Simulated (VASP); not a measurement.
# Cu: single point with LDA

Crystal: Cu.

```
Cu
1.0
    -1.44279    1.44279    1.37608
     1.44279   -1.44279    1.37608
     1.44279    1.44279   -1.37608
Cu
1
Direct
  0.00000 0.00000 0.00000
```

```
Program             : VASP 6.6.1
Task                : single point
Functional          : LDA
Potentials or basis : VASP PAW LDA potentials, release 64 (Cu)
Cutoff              : 600 eV
k mesh              : 14 × 14 × 14
Occupations         : fermi-dirac, width 0.05 eV
Spin                : collinear spin
Starting moments    : [0.2] μB
Fixed moment        : 0.2 μB
```

```json
{"Pressure": "-6.3 GPa", "Net moment": "0.20 μB per cell", "Site moments": "Cu +0.16 μB", "Valence electrons inside the program's atomic spheres": "Cu 10.05"}
```

Stress tensor (GPa, compression positive):
```
-6.41  0.00  0.00
 0.00 -6.41  0.00
 0.00  0.00 -6.16
```

Run time: 2.1 min on 1 thread of Intel Xeon 8259CL (shared host), peak memory 0.19 GiB.

Caveat: the cell stands under tension; the total moment is fixed, so each spin has its own Fermi level.
